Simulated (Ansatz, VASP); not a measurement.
**Two plane-wave programs on InSb3**

Contents of INCAR:

```
SYSTEM = InSb3
ALGO     = Normal         ! electronic algorithm
EDIFF    = 1E-6           ! SCF threshold, eV
ENCUT    = 520            ! plane-wave cutoff, eV
GGA      = PS             ! functional
ISIF     = 2              ! what is computed and relaxed
ISMEAR   = 0              ! smearing method
IVDW     = 12             ! dispersion correction
LASPH    = .True.         ! aspherical terms in the spheres
LCHARG   = .False.        ! write CHGCAR
LREAL    = .False.        ! projectors in reciprocal space
LWAVE    = .False.        ! write WAVECAR
NBANDS   = 22             ! bands
NELM     = 60             ! most SCF steps
PREC     = Accurate       ! precision mode
SIGMA    = 0.15           ! smearing width, eV
```

The input KPOINTS:

```
k-points
0
Gamma
  12 12 12
  0 0 0
```

File POSCAR:

```
InSb3
1.0
    0.0000000000      3.6071354059      3.6620664019
    3.7169973979      0.0000000000      3.6620664019
    3.7169973979      3.6071354059      0.0000000000
In Sb
1 3
Direct
    0.0000000000      0.0000000000      0.0000000000
    0.2500000000      0.2500000000      0.2500000000
    0.7500000000      0.7500000000      0.7500000000
    0.5000000000      0.5000000000      0.5000000000
```

Input for Ansatz:

```yaml
crystal:
  lattice:
    - [0.0, 3.6071354059, 3.6620664019]
    - [3.7169973979, 0.0, 3.6620664019]
    - [3.7169973979, 3.6071354059, 0.0]
  atoms:
    - { symbol: In, position: [0.0, 0.0, 0.0] }
    - { symbol: Sb, position: [0.25, 0.25, 0.25] }
    - { symbol: Sb, position: [0.75, 0.75, 0.75] }
    - { symbol: Sb, position: [0.5, 0.5, 0.5] }
basis:
  ecutwfc: 420
kpoints:
  mp_grid: { grid: [12, 12, 12] }
hamiltonian:
  xc: pbesol
  dispersion: d3bj
scf:
  occupations: { method: gaussian, width: 0.15 }
output:
  forces: true
  stress: true
  eigenvalues: true
```

Change from the starting cell: strain +0.0150 x Voigt [1, -1, 0, 0, 0, 0], atoms carried along.

Alike in both runs: task single point; functional PBEsol; dispersion D3(BJ); k mesh 12 × 12 × 12; occupations gaussian, width 0.15 eV; no spin polarisation.

```csv
,VASP,Ansatz
version,VASP 6.6.1,Ansatz 0.2.0
potentials or method,"VASP PAW PBE potentials, release 64 (In_d, Sb), cutoff 520 eV","scalar-relativistic, plane waves, PAW"
valence electrons in the cell,28,58
```

```csv
,VASP,Ansatz,Ansatz less VASP
gap on the k mesh at the Fermi level (eV),none,none,-
pressure (GPa),0.4,0.3,-0.04
"traceless stress, the component that is largest in VASP (GPa)",-0.29,-0.29,-0.001
```

VASP's potentials were made for PBE, not for PBEsol. A gap of «none» marks a metal or a gap that the smearing closes. VASP's potentials hold 28 valence electrons a cell and Ansatz's 58, so a difference there can come from the potentials and not from the codes.

Spin-orbit coupling is off throughout.
